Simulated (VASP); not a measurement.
# TePb (zincblende type) (F-43m) in VASP: a series of runs, part 2 of 2

VASP 6.6.1.

### 3 Electric field gradients, PBEsol

File INCAR:

```
PREC = Accurate
ENCUT = 520
EDIFF = 1E-8
ISMEAR = -1
SIGMA = 0.05
LREAL = F
LASPH = T
NELM = 100
ALGO = Normal
ISIF = 2
LWAVE = F
LCHARG = F
GGA = PS
LEFG = T
NBANDS = 17
```

File KPOINTS:

```
regular mesh
0
Gamma
  10 10 10
```

File POSCAR:

```
TePb
1.0
    0.0000000000      3.6673972383      3.6673972383
    3.6673972383      0.0000000000      3.6673972383
    3.6673972383      3.6673972383      0.0000000000
Pb Te
1 1
Direct
    0.0000000000      0.0000000000      0.0000000000
    0.2500000000      0.2500000000      0.2500000000
```

Potentials or basis: VASP PAW PBE potentials, release 64 (Pb_d, Te).

On the command line:

```console
$ cat potpaw_PBE.64/Pb_d/POTCAR potpaw_PBE.64/Te/POTCAR > POTCAR
$ mpirun -np 1 vasp_std > vasp.out
```

OUTCAR:

```text
PREC = Accurate
   ENCUT = 520
   EDIFF = 1E-8
   ISMEAR = -1
   LREAL = F
   LASPH = T
   NELM = 100
   ISIF = 2
   GGA = PS

 ion  position               nearest neighbor table
   1  0.000  0.000  0.000-   2 3.18   2 3.18   2 3.18   2 3.18
   2  0.250  0.250  0.250-   1 3.18   1 3.18   1 3.18   1 3.18

  LATTYP: Found a face centered cubic cell.
 ALAT       =     7.3347944766

  Lattice vectors:

 A1 = (   0.0000000000,   3.6673972383,   3.6673972383)
 A2 = (   3.6673972383,   0.0000000000,   3.6673972383)
 A3 = (   3.6673972383,   3.6673972383,   0.0000000000)

Analysis of symmetry for initial positions (statically):
=====================================================================
 Subroutine PRICEL returns:
 Original cell was already a primitive cell.

 Routine SETGRP: Setting up the symmetry group for a
 face centered cubic supercell.

 Subroutine GETGRP returns: Found 24 space group operations
 (whereof 24 operations were pure point group operations)
 out of a pool of 48 trial point group operations.

The static configuration has the point symmetry T_d .

Analysis of symmetry for dynamics (positions and initial velocities):
=====================================================================
 Subroutine PRICEL returns:
 Original cell was already a primitive cell.

 Routine SETGRP: Setting up the symmetry group for a
 face centered cubic supercell.

 Subroutine GETGRP returns: Found 24 space group operations
 (whereof 24 operations were pure point group operations)
 out of a pool of 48 trial point group operations.

The dynamic configuration has the point symmetry T_d .

 Subroutine INISYM returns: Found 24 space group operations
 (whereof 24 operations are pure point group operations),
 and found     1 'primitive' translations

----------------------------------------------------------------------------------------

                                     Primitive cell

  volume of cell :      98.6515

  direct lattice vectors                    reciprocal lattice vectors
     0.000000000  3.667397238  3.667397238    -0.136336472  0.136336472  0.136336472
     3.667397238  0.000000000  3.667397238     0.136336472 -0.136336472  0.136336472
     3.667397238  3.667397238  0.000000000     0.136336472  0.136336472 -0.136336472

  length of vectors
     5.186482913  5.186482913  5.186482913     0.236141696  0.236141696  0.236141696

  position of ions in fractional coordinates (direct lattice)
     0.000000000  0.000000000  0.000000000
     0.250000000  0.250000000  0.250000000

  ion indices of the primitive-cell ions
   primitive index   ion index
                 1           1
                 2           2

----------------------------------------------------------------------------------------

 KPOINTS: regular mesh

Automatic generation of k-mesh.
 Grid dimensions read from file:
 generate k-points for:   10   10   10

[... 68 lines left out ...]
   NFREE  =      0    steps in history (QN), initial steepest desc. (CG)
   ISIF   =      2    stress and relaxation
   ISYM   =      2    0-nonsym 1-usesym 2-fastsym
   POTIM  = 0.5000    time-step for ionic-motion
   TEBEG  =    0.0;   TEEND  =   0.0 temperature during run
   PSTRESS=    0.0 pullay stress
   NELECT =      20.0000    total number of electrons
   NUPDOWN=      -1.0000    fix difference up-down
   EMIN   =  10.00;   EMAX   =-10.00  energy-range for DOS
   EFERMI =   0.00;   METHOD = LEGACY
   ISMEAR =    -1;   SIGMA  =   0.05  broadening in eV -4-tet -1-fermi 0-gaus
   EFERMI_NEDOS =   21; number of points for ismear=-14 and -15
   IALGO  =     38    algorithm
   IMIX   =      4    mixing-type and parameters
     AMIX     =   0.40;   BMIX     =  1.00
     AMIX_MAG =   1.60;   BMIX_MAG =  1.00
  volume/ion in A,a.u.               =      49.33       332.87
  Fermi-wavevector in a.u.,A,eV,Ry     =   0.961723  1.817394 12.584192  0.924912
  Thomas-Fermi vector in A             =   2.091120
   LORBIT       =      0    0 simple, 1 ext, 2 COOP (PROOUT), +10 PAW based schemes
   GGA     = PS    functional components
   LHFCALC =     F    Hartree Fock is set to
   AEXX    =    0.0000 exact exchange contribution
   IVDW    =     0    specifies the selected vdW correction
   LEPSILON=     F    determine dielectric tensor
   LRPA    =     F    only Hartree local field effects (RPA)
 non-spin polarized calculation
  energy-cutoff  :      520.00
  volume of cell :       98.65
 maximum number of plane-waves:      2693
   NGX = 19   NGY = 19   NGZ = 19

 number of electron      19.9999997 magnetization

 Free energy of the ion-electron system (eV)
  ---------------------------------------------------
  ext. energy  EPLUGINS =         0.00000000
  ---------------------------------------------------
  free energy    TOTEN  =        -7.67455275 eV

  energy without entropy =       -7.67451569  energy(sigma->0) =       -7.67453422

 E-fermi :   2.7524     XC(G=0):  -7.5407

 val. band max:        2.4112252730   @ k =  -0.3000   0.5000   0.2000
 cond. band min:       3.0386777326   @ k =   0.5000   0.5000   0.0000
 fundamental gap:      0.6274524597
 Fermi energy:         2.7524081058

 k-point     1 :       0.0000    0.0000    0.0000
  band No.  band energies     occupation
      1     -14.3908      2.00000
      2     -14.3908      2.00000
      3     -14.3908      2.00000
      4     -14.3690      2.00000
      5     -14.3690      2.00000
      6      -8.8178      2.00000
[... 457 lines left out ...]
      4     -14.3710      2.00000
      5     -14.3670      2.00000
      6      -8.0892      2.00000
[... 9 lines left out ...]
     16      10.4425      0.00000
     17      11.4833      0.00000

 [... further k-points ...]

------------------------ aborting loop because EDIFF is reached ----------------------------------------

  FORCE on cell =-STRESS in cart. coord.  units (eV):
  Direction    XX          YY          ZZ          XY          YZ          ZX
  --------------------------------------------------------------------------------------
  -------------------------------------------------------------------------------------
  Total       -0.8136597     -0.8136597     -0.8136597      0.0000000      0.0000000     -0.0000000
  in kB      -13.2144632    -13.2144632    -13.2144632      0.0000000      0.0000000     -0.0000000
  external PRESSURE =     -13.2144632 kB  Pullay stress =       0.0000000 kB

 VOLUME and BASIS-vectors are now :
 -----------------------------------------------------------------------------
  energy-cutoff  :      520.00
  volume of cell :       98.65
      direct lattice vectors                 reciprocal lattice vectors
     0.000000000  3.667397238  3.667397238    -0.136336472  0.136336472  0.136336472
     3.667397238  0.000000000  3.667397238     0.136336472 -0.136336472  0.136336472
     3.667397238  3.667397238  0.000000000     0.136336472  0.136336472 -0.136336472

 POSITION                                       TOTAL-FORCE (eV/Angst)
 -----------------------------------------------------------------------------------
      0.00000      0.00000      0.00000        -0.000000     -0.000000     -0.000000
      1.83370      1.83370      1.83370         0.000000      0.000000      0.000000
 -----------------------------------------------------------------------------------
    total drift:                                0.000000      0.000000      0.000000

  FREE ENERGIE OF THE ION-ELECTRON SYSTEM (eV)
  ---------------------------------------------------
  free  energy   TOTEN  =        -7.6745527457 eV

  energy  without entropy=       -7.6745156908  energy(sigma->0) =       -7.67453422

 Electric field gradients (V/A^2)
---------------------------------------------------------------------
 ion       V_xx      V_yy      V_zz      V_xy      V_xz      V_yz
---------------------------------------------------------------------
   1       0.000    -0.000     0.000    -0.001    -0.001    -0.001
   2      -0.000    -0.000     0.000    -0.000    -0.000    -0.000
---------------------------------------------------------------------

 Electric field gradients after diagonalization (V/A^2)
 (convention: |V_zz| > |V_xx| > |V_yy|)
----------------------------------------------------------------------
 ion       V_xx      V_yy      V_zz     asymmetry (V_yy - V_xx)/ V_zz
----------------------------------------------------------------------
   1       0.001     0.001    -0.002       0.000
   2       0.000     0.000    -0.000       0.000
----------------------------------------------------------------------

           NMR quadrupolar parameters

 Cq : quadrupolar parameter    Cq=e*Q*V_zz/h
 eta: asymmetry parameters     (V_yy - V_xx)/ V_zz
 Q  : nuclear electric quadrupole moment in mb (millibarn)
----------------------------------------------------------------------
 ion       Cq(MHz)       eta       Q (mb)
----------------------------------------------------------------------
   1      -0.000       0.000       1.000
   2      -0.000       0.000       1.000
----------------------------------------------------------------------
```

OSZICAR:

```text
N       E                     dE             d eps       ncg     rms          rms(c)
DAV:   1     0.152559585342E+03    0.15256E+03   -0.85762E+03  1598   0.103E+03
DAV:   2     0.397991656926E+01   -0.14858E+03   -0.14428E+03  1667   0.271E+02
DAV:   3    -0.755246902942E+01   -0.11532E+02   -0.11485E+02  2114   0.838E+01
DAV:   4    -0.787964610966E+01   -0.32718E+00   -0.32705E+00  1906   0.186E+01
DAV:   5    -0.789494164582E+01   -0.15296E-01   -0.15295E-01  2301   0.337E+00    0.324E+00
DAV:   6    -0.767922599355E+01    0.21572E+00   -0.53354E-01  2231   0.404E+00    0.200E+00
DAV:   7    -0.767169460309E+01    0.75314E-02   -0.10914E-01  1696   0.130E+00    0.943E-01
DAV:   8    -0.767377803835E+01   -0.20834E-02   -0.12276E-02  1720   0.944E-01    0.188E-01
DAV:   9    -0.767411717897E+01   -0.33914E-03   -0.32265E-03  1787   0.383E-01    0.537E-02
DAV:  10    -0.767438675111E+01   -0.26957E-03   -0.57529E-04  1731   0.136E-01    0.413E-02
DAV:  11    -0.767454765644E+01   -0.16091E-03   -0.25825E-04  1649   0.669E-02    0.281E-02
DAV:  12    -0.767455009175E+01   -0.24353E-05   -0.84878E-06  2245   0.208E-02    0.163E-02
DAV:  13    -0.767455243846E+01   -0.23467E-05   -0.40305E-06  1634   0.873E-03    0.554E-03
DAV:  14    -0.767455257376E+01   -0.13529E-06   -0.34553E-07  2141   0.510E-03    0.209E-03
DAV:  15    -0.767455269409E+01   -0.12033E-06   -0.17105E-07  1714   0.312E-03    0.200E-03
DAV:  16    -0.767455273603E+01   -0.41934E-07   -0.10376E-08  1613   0.616E-04    0.985E-04
DAV:  17    -0.767455274573E+01   -0.97084E-08   -0.31861E-09   912   0.331E-04
   1 F= -.76745527E+01 E0= -.76745342E+01  d E =-.370549E-04
```

Run time: 41 s. Hardware: 1 thread of Intel Xeon 6975P-C (Granite Rapids), shared host; peak memory 0.28 GiB.

Results:

```
Free energy                             : -7.6746 eV
Pressure                                : -1.3 GPa
Band gap on the k mesh                  : 0.63 eV (least direct gap 1.15 eV)
Largest electric field gradient by atom : under 0.05 V/Å² on every atom
```

Caveat: the PAW data sets were made with another functional, which shifts forces and pressure a little; spin-orbit coupling is left out, which moves the levels of the heavy elements. A k mesh can miss the band edges.

### 4 Electric field gradients, r2SCAN

POSCAR is that of step 3.

File INCAR.step1:

```
PREC     = Accurate       # precision mode
ENCUT    = 520            # plane-wave cutoff, eV
ISMEAR   = -1             # smearing method
SIGMA    = 0.05           # smearing width, eV
LREAL    = False          # projectors in reciprocal space
LASPH    = True           # aspherical terms in the spheres
NELM     = 80             # most SCF steps
NBANDS   = 17             # bands
GGA      = PE             # functional
ALGO     = Normal         # electronic algorithm
EDIFF    = 1E-4           # SCF threshold, eV
LWAVE    = True           # write WAVECAR
LCHARG   = False          # write CHGCAR
```

File INCAR.step2:

```
PREC     = Accurate       # precision mode
ENCUT    = 520            # plane-wave cutoff, eV
EDIFF    = 1E-8           # SCF threshold, eV
ISMEAR   = -1             # smearing method
SIGMA    = 0.05           # smearing width, eV
LREAL    = False          # projectors in reciprocal space
LASPH    = True           # aspherical terms in the spheres
NELM     = 80             # most SCF steps
ALGO     = Normal         # electronic algorithm
ISIF     = 2              # what is computed and relaxed
LWAVE    = False          # write WAVECAR
LCHARG   = False          # write CHGCAR
METAGGA  = R2SCAN         # meta-GGA
LMIXTAU  = True         
LEFG     = True         
NBANDS   = 17             # bands
ISTART   = 1
```

File KPOINTS:

```
Automatic mesh
0
Gamma
  10 10 10
```

Potentials or basis: VASP PAW PBE potentials, release 64 (Pb_d, Te).

On the command line:

```console
$ cat potpaw_PBE.64/Pb_d/POTCAR potpaw_PBE.64/Te/POTCAR > POTCAR
$ cp INCAR.step1 INCAR
$ mpirun -np 1 vasp_std > vasp.out
$ cp INCAR.step2 INCAR
$ mpirun -np 1 vasp_std > vasp.out
```

OUTCAR:

```text
PREC = Accurate
   ENCUT = 520
   EDIFF = 1E-8
   ISMEAR = -1
   LREAL = False
   LASPH = True
   NELM = 80
   ISIF = 2
   METAGGA = R2SCAN
   ISTART = 1

 ion  position               nearest neighbor table
   1  0.000  0.000  0.000-   2 3.18   2 3.18   2 3.18   2 3.18
   2  0.250  0.250  0.250-   1 3.18   1 3.18   1 3.18   1 3.18

  LATTYP: Found a face centered cubic cell.
 ALAT       =     7.3347944766

  Lattice vectors:

 A1 = (   0.0000000000,   3.6673972383,   3.6673972383)
 A2 = (   3.6673972383,   0.0000000000,   3.6673972383)
 A3 = (   3.6673972383,   3.6673972383,   0.0000000000)

Analysis of symmetry for initial positions (statically):
=====================================================================
 Subroutine PRICEL returns:
 Original cell was already a primitive cell.

 Routine SETGRP: Setting up the symmetry group for a
 face centered cubic supercell.

 Subroutine GETGRP returns: Found 24 space group operations
[... 666 lines left out ...]
  volume of cell :       98.65
      direct lattice vectors                 reciprocal lattice vectors
     0.000000000  3.667397238  3.667397238    -0.136336472  0.136336472  0.136336472
     3.667397238  0.000000000  3.667397238     0.136336472 -0.136336472  0.136336472
     3.667397238  3.667397238  0.000000000     0.136336472  0.136336472 -0.136336472

 POSITION                                       TOTAL-FORCE (eV/Angst)
 -----------------------------------------------------------------------------------
      0.00000      0.00000      0.00000         0.000000      0.000000      0.000000
      1.83370      1.83370      1.83370        -0.000000     -0.000000     -0.000000
 -----------------------------------------------------------------------------------
    total drift:                                0.000000      0.000000      0.000000

  FREE ENERGIE OF THE ION-ELECTRON SYSTEM (eV)
  ---------------------------------------------------
  free  energy   TOTEN  =       -82.2100349772 eV

  energy  without entropy=      -82.2100300793  energy(sigma->0) =      -82.21003253

 Electric field gradients (V/A^2)
---------------------------------------------------------------------
 ion       V_xx      V_yy      V_zz      V_xy      V_xz      V_yz
---------------------------------------------------------------------
   1       0.000    -0.000    -0.000    -0.001    -0.001    -0.001
   2      -0.000    -0.000    -0.000    -0.000    -0.000    -0.000
---------------------------------------------------------------------

 Electric field gradients after diagonalization (V/A^2)
 (convention: |V_zz| > |V_xx| > |V_yy|)
----------------------------------------------------------------------
 ion       V_xx      V_yy      V_zz     asymmetry (V_yy - V_xx)/ V_zz
----------------------------------------------------------------------
   1       0.001     0.001    -0.002       0.000
   2       0.000     0.000    -0.000       0.000
----------------------------------------------------------------------

           NMR quadrupolar parameters

 Cq : quadrupolar parameter    Cq=e*Q*V_zz/h
 eta: asymmetry parameters     (V_yy - V_xx)/ V_zz
 Q  : nuclear electric quadrupole moment in mb (millibarn)
----------------------------------------------------------------------
 ion       Cq(MHz)       eta       Q (mb)
----------------------------------------------------------------------
   1      -0.000       0.000       1.000
   2      -0.000       0.000       1.000
----------------------------------------------------------------------
```

It took 3 min on 1 thread of Intel Xeon 6975P-C (Granite Rapids), shared host; peak memory 0.3 GiB.

What came out:

```yaml
Free_energy: -82.2100 eV
Pressure: -0.5 GPa
Band_gap_on_the_k_mesh: 0.85 eV (least direct gap 1.39 eV)
Largest_electric_field_gradient_by_atom: under 0.05 V/Å² on every atom
```

Caveat: the PAW data sets were made with another functional, which shifts forces and pressure a little; spin-orbit coupling is left out, which moves the levels of the heavy elements. A k mesh can miss the band edges.

### 5 Summary

| level | potentials or basis | gap on the mesh (eV) | pressure (GPa) |
| --- | --- | --- | --- |
| LDA | VASP PAW LDA potentials, release 64 (Pb_d, Te) | 0.55 | -2.1 |
| PBEsol | VASP PAW PBE potentials, release 64 (Pb_d, Te) | 0.63 | -1.3 |
| r2SCAN | VASP PAW PBE potentials, release 64 (Pb_d, Te) | 0.85 | -0.5 |

Alike in all rows: task electric field gradients; no spin polarisation; cell as given; k mesh 10 × 10 × 10; cutoff (eV) 520; smearing fermi-dirac 0.05 eV.

Caveats: spin-orbit coupling is left out, which moves the levels of the heavy elements; the PAW data sets were made with another functional, which shifts forces and pressure a little (at least some runs).

Absolute energies hang on the potentials; compare differences alone.
